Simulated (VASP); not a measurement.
Set up this calculation in VASP 6.6.1, as the native input.

```
Task                   : relaxation of volume and atoms at fixed shape
Functional             : LDA
Potentials or basis    : VASP PAW LDA potentials, release 64 (Ta_pv)
Cutoff                 : 500 eV
k mesh                 : 9 × 9 × 9
Occupations            : gaussian, width 0.02 eV
Spin                   : no spin polarisation
Dipole correction      : no
Further INCAR settings : ALGO = Normal; EDIFF = 1e-07; IBRION = 2; EDIFFG = -0.01; NSW = 60; ISIF = 8
```

The structure of Ta lies in POSCAR:

```
Ta
1.0
   -1.6512800000      1.6512800000      1.6512800000
    1.6512800000     -1.6512800000      1.6512800000
    1.6512800000      1.6512800000     -1.6512800000
Ta
1
Direct
    0.0000000000      0.0000000000      0.0000000000
```

These files were run (other wordings do the same):

INCAR

```
SYSTEM = Ta
PREC = Accurate ; ENCUT = 500
EDIFF = 1E-7 ; ISMEAR = 0
SIGMA = 0.02 ; LREAL = .FALSE.
LASPH = .TRUE. ; NELM = 120
ALGO = Normal ; ISIF = 8
LWAVE = .FALSE. ; LCHARG = .FALSE.
GGA = CA ; IBRION = 2
NSW = 60 ; EDIFFG = -0.01
GGA_COMPAT = .FALSE. ; NELMIN = 4
```

KPOINTS

```
regular mesh
0
G
  9 9 9
  0 0 0
```

Potentials or basis: VASP PAW LDA potentials, release 64 (Ta_pv).

Launch:

```bash
$ cat potpaw_LDA.64/Ta_pv/POTCAR > POTCAR
$ mpirun -np 1 vasp_std > vasp.out
```

It gave:

The relaxed volume is 17.19 Å³/atom, the relaxed cell is a = 2.816 Å, b = 2.816 Å, c = 2.816 Å, α = 109.47°, β = 109.47°, γ = 109.47° and the space group after relaxing (to 0.1 Å) is Im-3m (No. 229). The energy gained by relaxing is 25.5 meV/atom, the ionic steps are 4 and the pressure after relaxing is -0.1 GPa. The band gap on the k mesh is zero (an odd number of electrons rules out a gap without spin polarisation).

Caveat: spin-orbit coupling is left out, which moves the levels of the heavy elements.

It took 15 s on 1 thread of Intel(R) Xeon(R) Platinum 8488C (Sapphire Rapids), with other jobs on the host, peak memory 0.14 GiB.
